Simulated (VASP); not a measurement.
# PbO (Pm-3m) in VASP: settings compared

Aim: see how the results for PbO move with the level of theory and the settings. Levels: PBEsol, r2SCAN. Tasks: single point.

Program: VASP 6.6.1. These are calculated values, not measurements. Logs are shortened: lines on timing, memory, paths and dates and some standing lists are left out, and cuts for length are marked.

### Step 1. The cell of the first run

It takes space group Pm-3m (No. 221, cubic). The conventional cell has a = 3.179 Å, b = 3.179 Å, c = 3.179 Å, α = 90.00°, β = 90.00°, γ = 90.00°. Within 3.6 Å of Pb (site symmetry m-3m) lie 8 O at 2.75 Å and 6 Pb at 3.18 Å. Within 3.6 Å of O (site symmetry m-3m) lie 8 Pb at 2.75 Å and 6 O at 3.18 Å.

### Step 2. Single point, PBEsol

File INCAR:

```
  PREC = Accurate
  ENCUT = 600
  EDIFF = 1E-6
  ISMEAR = -1
  SIGMA = 0.001
  LREAL = F
  LASPH = T
  NELM = 120
  ALGO = Normal
  ISIF = 2
  LWAVE = F
  LCHARG = F
  GGA = PS
  NBANDS = 17
  GGA_COMPAT = F
```

File KPOINTS:

```
Automatic mesh
0
Gamma
  6 6 6
```

File POSCAR:

```
PbO
1.0
    3.1793716482      0.0000000000      0.0000000000
    0.0000000000      3.1793716482      0.0000000000
    0.0000000000      0.0000000000      3.1793716482
Pb O
1 1
Direct
    0.0000000000      0.0000000000      0.0000000000
    0.5000000000      0.5000000000      0.5000000000
```

Potentials or basis: VASP PAW PBE potentials, release 64 (Pb_d, O).

Command:

```bash
> cat potpaw_PBE.64/Pb_d/POTCAR potpaw_PBE.64/O/POTCAR > POTCAR
> mpirun -np 1 vasp_std > vasp.out
```

OUTCAR:

```text
PREC = Accurate
   ENCUT = 600
   EDIFF = 1E-6
   ISMEAR = -1
   LREAL = F
   LASPH = T
   NELM = 120
   ISIF = 2
   GGA = PS

 ion  position               nearest neighbor table
   1  0.000  0.000  0.000-   2 2.75   2 2.75   2 2.75   2 2.75   2 2.75   2 2.75   2 2.75   2 2.75

   2  0.500  0.500  0.500-   1 2.75   1 2.75   1 2.75   1 2.75   1 2.75   1 2.75   1 2.75   1 2.75

  LATTYP: Found a simple cubic cell.
 ALAT       =     3.1793716482

  Lattice vectors:

 A1 = (   3.1793716482,   0.0000000000,   0.0000000000)
 A2 = (   0.0000000000,   3.1793716482,   0.0000000000)
 A3 = (   0.0000000000,   0.0000000000,   3.1793716482)

Analysis of symmetry for initial positions (statically):
=====================================================================
 Subroutine PRICEL returns:
 Original cell was already a primitive cell.

 Routine SETGRP: Setting up the symmetry group for a
 simple cubic supercell.

 Subroutine GETGRP returns: Found 48 space group operations
 (whereof 48 operations were pure point group operations)
 out of a pool of 48 trial point group operations.

The static configuration has the point symmetry O_h .

Analysis of symmetry for dynamics (positions and initial velocities):
=====================================================================
 Subroutine PRICEL returns:
 Original cell was already a primitive cell.

 Routine SETGRP: Setting up the symmetry group for a
 simple cubic supercell.

 Subroutine GETGRP returns: Found 48 space group operations
 (whereof 48 operations were pure point group operations)
 out of a pool of 48 trial point group operations.

The dynamic configuration has the point symmetry O_h .

 Subroutine INISYM returns: Found 48 space group operations
 (whereof 48 operations are pure point group operations),
 and found     1 'primitive' translations

----------------------------------------------------------------------------------------

                                     Primitive cell

  volume of cell :      32.1384

  direct lattice vectors                    reciprocal lattice vectors
     3.179371648  0.000000000  0.000000000     0.314527558  0.000000000  0.000000000
     0.000000000  3.179371648  0.000000000     0.000000000  0.314527558  0.000000000
     0.000000000  0.000000000  3.179371648     0.000000000  0.000000000  0.314527558

  length of vectors
     3.179371648  3.179371648  3.179371648     0.314527558  0.314527558  0.314527558

  position of ions in fractional coordinates (direct lattice)
     0.000000000  0.000000000  0.000000000
     0.500000000  0.500000000  0.500000000

  ion indices of the primitive-cell ions
   primitive index   ion index
                 1           1
                 2           2

----------------------------------------------------------------------------------------

 KPOINTS: Automatic mesh

Automatic generation of k-mesh.
 Grid dimensions read from file:
 generate k-points for:    6    6    6

 Generating k-lattice:

  Cartesian coordinates                     Fractional coordinates (reciprocal lattice)
     0.052421260  0.000000000  0.000000000     0.166666667  0.000000000  0.000000000
     0.000000000  0.052421260  0.000000000     0.000000000  0.166666667  0.000000000
     0.000000000  0.000000000  0.052421260     0.000000000  0.000000000  0.166666667

  Length of vectors
     0.052421260  0.052421260  0.052421260

  Shift w.r.t. Gamma in fractional coordinates (k-lattice)
     0.000000000  0.000000000  0.000000000

 Subroutine IBZKPT returns following result:
 ===========================================

 Found     20 irreducible k-points:

 Following reciprocal coordinates:
            Coordinates               Weight
  0.000000  0.000000  0.000000      1.000000
  0.166667  0.000000  0.000000      6.000000
  0.333333  0.000000  0.000000      6.000000
  0.500000  0.000000  0.000000      3.000000
  0.166667  0.166667  0.000000     12.000000
  0.333333  0.166667  0.000000     24.000000
[... 12 lines left out ...]
  0.500000  0.500000  0.333333      6.000000
  0.500000  0.500000  0.500000      1.000000
   k-points           NKPTS =     20   k-points in BZ     NKDIM =     20   number of bands    NBANDS=     17
   number of dos      NEDOS =    301   number of ions     NIONS =      2
   total plane-waves  NPLWV =  21952
   dimension x,y,z NGX =    28 NGY =   28 NGZ =   28
   dimension x,y,z NGXF=    56 NGYF=   56 NGZF=   56
   ions per type =               1   1
   NGX,Y,Z   is equivalent  to a cutoff of  14.64, 14.64, 14.64 a.u.
   NGXF,Y,Z  is equivalent  to a cutoff of  29.28, 29.28, 29.28 a.u.
 SYSTEM =  unknown system
   PREC   = accura    normal or accurate (medium, high low for compatibility)
   ISTART =      0    job   : 0-new  1-cont  2-samecut
   ICHARG =      2    charge: 1-file 2-atom 10-const
   ISPIN  =      1    spin polarized calculation?
   LNONCOLLINEAR =      F non collinear calculations
   LSORBIT =      F    spin-orbit coupling
   LASPH  =      T    aspherical Exc in radial PAW
   ENCUT  =  600.0 eV  44.10 Ry    6.64 a.u.   6.35  6.35  6.35*2*pi/ulx,y,z
   NELM   =    120;   NELMIN=  2; NELMDL= -5     # of ELM steps
   EDIFF  = 0.1E-05   stopping-criterion for ELM
   LREAL  =      F    real-space projection
   EDIFFG = 0.1E-04   stopping-criterion for IOM
   NSW    =      0    number of steps for IOM
   IBRION =     -1    ionic relax: 0-MD 1-quasi-New 2-CG
   NFREE  =      0    steps in history (QN), initial steepest desc. (CG)
   ISIF   =      2    stress and relaxation
   ISYM   =      2    0-nonsym 1-usesym 2-fastsym
   POTIM  = 0.5000    time-step for ionic-motion
   TEBEG  =    0.0;   TEEND  =   0.0 temperature during run
   PSTRESS=    0.0 pullay stress
   NELECT =      20.0000    total number of electrons
   NUPDOWN=      -1.0000    fix difference up-down
   EMIN   =  10.00;   EMAX   =-10.00  energy-range for DOS
   EFERMI =   0.00;   METHOD = LEGACY
   ISMEAR =    -1;   SIGMA  =   0.00  broadening in eV -4-tet -1-fermi 0-gaus
   EFERMI_NEDOS =   21; number of points for ismear=-14 and -15
   IALGO  =     38    algorithm
   IMIX   =      4    mixing-type and parameters
     AMIX     =   0.40;   BMIX     =  1.00
     AMIX_MAG =   1.60;   BMIX_MAG =  1.00
  volume/ion in A,a.u.               =      16.07       108.44
  Fermi-wavevector in a.u.,A,eV,Ry     =   1.397688  2.641247 26.579408  1.953531
  Thomas-Fermi vector in A             =   2.520920
   LORBIT       =      0    0 simple, 1 ext, 2 COOP (PROOUT), +10 PAW based schemes
   GGA     = PS    functional components
   LHFCALC =     F    Hartree Fock is set to
   AEXX    =    0.0000 exact exchange contribution
   IVDW    =     0    specifies the selected vdW correction
   LEPSILON=     F    determine dielectric tensor
   LRPA    =     F    only Hartree local field effects (RPA)
 non-spin polarized calculation
  energy-cutoff  :      600.00
  volume of cell :       32.14
 maximum number of plane-waves:      1108
 NGX is ok and might be reduce to    28
   NGX = 13   NGY = 13   NGZ = 13

 number of electron      19.9999999 magnetization

 Free energy of the ion-electron system (eV)
  ---------------------------------------------------
  ext. energy  EPLUGINS =         0.00000000
  ---------------------------------------------------
  free energy    TOTEN  =       -10.52529648 eV

  energy without entropy =      -10.52529648  energy(sigma->0) =      -10.52529648

 E-fermi :   6.8685     XC(G=0): -11.5534

 val. band max:        6.7585215502   @ k =   0.3333   0.1667   0.0000
 cond. band min:       7.4073838859   @ k =   0.5000   0.0000   0.0000
 fundamental gap:      0.6488623356
 Fermi energy:         6.8684787510

 k-point     1 :       0.0000    0.0000    0.0000
  band No.  band energies     occupation
      1     -10.1564      2.00000
      2      -9.6962      2.00000
      3      -9.6962      2.00000
      4      -8.9857      2.00000
      5      -8.9857      2.00000
      6      -8.9857      2.00000
[... 9 lines left out ...]
     16      24.4319      0.00000
     17      25.8038      0.00000

 k-point     2 :       0.1667    0.0000    0.0000
  band No.  band energies     occupation
      1      -9.9849      2.00000
      2      -9.6869      2.00000
      3      -9.5738      2.00000
      4      -9.0359      2.00000
      5      -9.0359      2.00000
      6      -8.9816      2.00000
[... 9 lines left out ...]
     16      23.8339      0.00000
     17      25.3094      0.00000

 k-point     3 :       0.3333    0.0000    0.0000
  band No.  band energies     occupation
      1      -9.6681      2.00000
      2      -9.6094      2.00000
      3      -9.3301      2.00000
      4      -9.1341      2.00000
      5      -9.1341      2.00000
      6      -8.9732      2.00000
[... 9 lines left out ...]
     16      21.7351      0.00000
     17      25.3229      0.00000

 k-point     4 :       0.5000    0.0000    0.0000
  band No.  band energies     occupation
      1      -9.6587      2.00000
      2      -9.3752      2.00000
      3      -9.2381      2.00000
      4      -9.1823      2.00000
      5      -9.1823      2.00000
      6      -8.9691      2.00000
[... 9 lines left out ...]
     16      23.8730      0.00000
     17      24.0958      0.00000
[... 263 lines left out ...]
      1      -9.7896      2.00000
      2      -9.3633      2.00000
      3      -9.2953      2.00000
      4      -9.0495      2.00000
      5      -8.9056      2.00000
      6      -8.3873      2.00000
[... 9 lines left out ...]
     16      20.7723      0.00000
     17      27.3521      0.00000

 k-point    19 :       0.5000    0.5000    0.3333
  band No.  band energies     occupation
      1      -9.7164      2.00000
      2      -9.3566      2.00000
      3      -9.3566      2.00000
      4      -8.9762      2.00000
      5      -8.8200      2.00000
      6      -8.4853      2.00000
[... 9 lines left out ...]
     16      20.4801      0.00000
     17      26.7782      0.00000

 k-point    20 :       0.5000    0.5000    0.5000
  band No.  band energies     occupation
      1      -9.4241      2.00000
      2      -9.4241      2.00000
      3      -9.4241      2.00000
      4      -8.8172      2.00000
      5      -8.8172      2.00000
      6      -8.7650      2.00000
[... 9 lines left out ...]
     16      20.3051      0.00000
     17      25.9059      0.00000

------------------------ aborting loop because EDIFF is reached ----------------------------------------

  FORCE on cell =-STRESS in cart. coord.  units (eV):
  Direction    XX          YY          ZZ          XY          YZ          ZX
  --------------------------------------------------------------------------------------
  -------------------------------------------------------------------------------------
  Total       -0.4335418     -0.4335418     -0.4335418      0.0000000      0.0000000      0.0000000
  in kB      -21.6131290    -21.6131290    -21.6131290      0.0000000      0.0000000      0.0000000
  external PRESSURE =     -21.6131290 kB  Pullay stress =       0.0000000 kB

 VOLUME and BASIS-vectors are now :
 -----------------------------------------------------------------------------
  energy-cutoff  :      600.00
  volume of cell :       32.14
      direct lattice vectors                 reciprocal lattice vectors
     3.179371648  0.000000000  0.000000000     0.314527558  0.000000000  0.000000000
     0.000000000  3.179371648  0.000000000     0.000000000  0.314527558  0.000000000
     0.000000000  0.000000000  3.179371648     0.000000000  0.000000000  0.314527558

 POSITION                                       TOTAL-FORCE (eV/Angst)
 -----------------------------------------------------------------------------------
      0.00000      0.00000      0.00000         0.000000      0.000000      0.000000
      1.58969      1.58969      1.58969         0.000000      0.000000      0.000000
 -----------------------------------------------------------------------------------
    total drift:                               -0.000000      0.000000      0.000000

  FREE ENERGIE OF THE ION-ELECTRON SYSTEM (eV)
  ---------------------------------------------------
  free  energy   TOTEN  =       -10.5252964780 eV

  energy  without entropy=      -10.5252964780  energy(sigma->0) =      -10.52529648
```

Run time: 15 s. Hardware: 1 thread of Intel Xeon 8259CL, shared host; peak memory 0.16 GiB.

What came out:

```
Free energy            : -10.5253 eV
Pressure               : -2.2 GPa
Band gap on the k mesh : 0.65 eV, indirect (least direct gap 0.83 eV)
```

Caveat: the PAW data sets were made with another functional, which shifts forces and pressure a little; spin-orbit coupling is left out, which moves the levels of the heavy elements. A k mesh can miss the band edges.

### Step 3. Single point, PBEsol

File INCAR:

```
PREC = Accurate ; ENCUT = 600
EDIFF = 1E-6 ; ISMEAR = 1
SIGMA = 0.5 ; LREAL = F
LASPH = T ; NELM = 120
ALGO = Normal ; ISIF = 2
LWAVE = F ; LCHARG = F
GGA = PS ; NBANDS = 17
GGA_COMPAT = F
```

File KPOINTS:

```
regular mesh
0
Gamma
  6 6 6
```

POSCAR is that of step 2.

Potentials or basis: VASP PAW PBE potentials, release 64 (Pb_d, O).

Command:

```bash
> cat potpaw_PBE.64/Pb_d/POTCAR potpaw_PBE.64/O/POTCAR > POTCAR
> mpirun -np 1 vasp_std > vasp.out
```

Wall time 16 s (1 thread of Intel Xeon 8259CL, shared host); peak memory 0.16 GiB.

Results (log left out):

| Quantity | Value |
| --- | --- |
| Free energy | -10.5145 eV |
| Pressure | -2.2 GPa |
| Band gap on the k mesh | 0.65 eV, indirect (least direct gap 0.83 eV) |

Levels at points of the mesh, in eV from the valence-band top:
| k point | band 8 | band 9 | band 10 | band 11 | band 12 | band 13 |
| --- | --- | --- | --- | --- | --- | --- |
| (0.00, 0.00, 0.00) | -1.52 | -1.52 | -1.52 | 8.93 | 8.93 | 8.93 |
| (0.50, 0.00, 0.00) | -0.69 | -0.69 | -0.18 | 0.65 | 8.12 | 8.12 |
| (0.50, 0.50, 0.00) | -4.35 | -4.35 | -0.69 | 4.27 | 4.27 | 10.05 |
| (0.50, 0.50, 0.50) | -1.97 | -1.97 | -1.97 | 0.97 | 0.97 | 0.97 |

Caveat: the PAW data sets were made with another functional, which shifts forces and pressure a little; spin-orbit coupling is left out, which moves the levels of the heavy elements. A k mesh can miss the band edges.

### Step 4. Single point, PBEsol

File INCAR:

```
SYSTEM = PbO
ALGO = Normal ; EDIFF = 1E-6
ENCUT = 600 ; GGA = PS
GGA_COMPAT = .False. ; ISIF = 2
ISMEAR = 0 ; LASPH = .True.
LCHARG = .False. ; LREAL = .False.
LWAVE = .False. ; NBANDS = 17
NELM = 120 ; PREC = Accurate
SIGMA = 0.001
```

File KPOINTS:

```
k-points
0
Gamma
  6 6 6
  0 0 0
```

POSCAR is that of step 3.

Command:

```bash
> cat potpaw_PBE.64/Pb_d/POTCAR potpaw_PBE.64/O/POTCAR > POTCAR
> mpirun -np 1 vasp_std > vasp.out
```

Run time: 14 s. Hardware: 1 thread of Intel Xeon 8259CL, shared host; peak memory 0.16 GiB.

The run converged. Its results:

| Property | Result |
| --- | --- |
| Free energy | -10.5253 eV |
| Pressure | -2.2 GPa |
| Band gap on the k mesh | 0.65 eV, indirect (least direct gap 0.83 eV) |

Levels at points of the mesh, in eV from the valence-band top:
```
           k point  band 7  band 8  band 9  band 10  band 11  band 12  band 13  band 14
(0.00, 0.00, 0.00)   -8.05   -1.52   -1.52    -1.52     8.93     8.93     8.93     9.95
(0.50, 0.00, 0.00)   -8.85   -0.69   -0.69    -0.18     0.65     8.12     8.12    11.19
(0.50, 0.50, 0.00)   -5.63   -4.35   -4.35    -0.69     4.27     4.27    10.05    11.11
(0.50, 0.50, 0.50)   -3.01   -1.97   -1.97    -1.97     0.97     0.97     0.97    13.55
```

Caveat: the PAW data sets were made with another functional, which shifts forces and pressure a little; spin-orbit coupling is left out, which moves the levels of the heavy elements.

### Step 5. Single point, r2SCAN

POSCAR is that of step 4.

File INCAR.step1:

```
PREC     = Accurate       # precision mode
ENCUT    = 660            # plane-wave cutoff, eV
ISMEAR   = 0              # smearing method
SIGMA    = 0.01           # smearing width, eV
LREAL    = F              # projectors in reciprocal space
LASPH    = T              # aspherical terms in the spheres
NELM     = 120            # most SCF steps
NBANDS   = 17             # bands
GGA      = PE             # functional
ALGO     = Normal         # electronic algorithm
EDIFF    = 1E-5           # SCF threshold, eV
LWAVE    = T              # write WAVECAR
LCHARG   = F              # write CHGCAR
GGA_COMPAT= F
```

File INCAR.step2:

```
PREC     = Accurate       # precision mode
ENCUT    = 660            # plane-wave cutoff, eV
EDIFF    = 1E-6           # SCF threshold, eV
ISMEAR   = 0              # smearing method
SIGMA    = 0.01           # smearing width, eV
LREAL    = F              # projectors in reciprocal space
LASPH    = T              # aspherical terms in the spheres
NELM     = 120            # most SCF steps
ALGO     = Normal         # electronic algorithm
ISIF     = 2              # what is computed and relaxed
LWAVE    = F              # write WAVECAR
LCHARG   = F              # write CHGCAR
METAGGA  = R2SCAN         # meta-GGA
LMIXTAU  = T            
NBANDS   = 17             # bands
ISTART   = 1            
GGA_COMPAT= F
```

File KPOINTS:

```
Automatic mesh
0
Gamma
  6 6 6
```

Command:

```bash
> cat potpaw_PBE.64/Pb_d/POTCAR potpaw_PBE.64/O/POTCAR > POTCAR
> cp INCAR.step1 INCAR
> mpirun -np 1 vasp_std > vasp.out
> cp INCAR.step2 INCAR
> mpirun -np 1 vasp_std > vasp.out
```

Wall time 60 s (1 thread of Intel Xeon 8259CL, shared host); peak memory 0.17 GiB.

It converged, with:

* Free energy: -63.6657 eV
* Pressure: 0.1 GPa
* Band gap on the k mesh: 0.45 eV, direct

Levels at points of the mesh, in eV from the valence-band top:
```
           k point  band 8  band 9  band 10  band 11  band 12  band 13
(0.00, 0.00, 0.00)   -1.78   -1.78    -1.78     9.30     9.30     9.30
(0.50, 0.00, 0.00)   -0.96   -0.96     0.00     0.45     8.44     8.44
(0.50, 0.50, 0.00)   -4.54   -4.54    -0.96     4.45     4.45    10.73
(0.50, 0.50, 0.50)   -2.23   -2.23    -2.23     1.16     1.16     1.16
```

Caveat: the PAW data sets were made with another functional, which shifts forces and pressure a little; spin-orbit coupling is left out, which moves the levels of the heavy elements.

### Step 6. Overview

```tsv
level	cutoff (eV)	smearing	gap on the mesh (eV)	pressure (GPa)
PBEsol	600	fermi-dirac 0.001 eV	0.65	-2.2
PBEsol	600	methfessel-paxton 0.5 eV	0.65	-2.2
PBEsol	600	gaussian 0.001 eV	0.65	-2.2
r2SCAN	660	gaussian 0.01 eV	0.45	0.1
```

Alike in all rows: task single point; potentials or basis VASP PAW PBE potentials, release 64 (Pb_d, O); no spin polarisation; cell as given; k mesh 6 × 6 × 6.

On the cell as given the gap runs from 0.45 eV (r2SCAN) to 0.65 eV (PBEsol). The pressure there spans -2.2 GPa (PBEsol) to 0.1 GPa (r2SCAN); a positive pressure means that this level wants a larger cell, a negative one a smaller.

Caveats: the PAW data sets were made with another functional, which shifts forces and pressure a little; spin-orbit coupling is left out, which moves the levels of the heavy elements.

Total energies depend on the potentials used, so only differences within one code and one set of settings carry meaning.
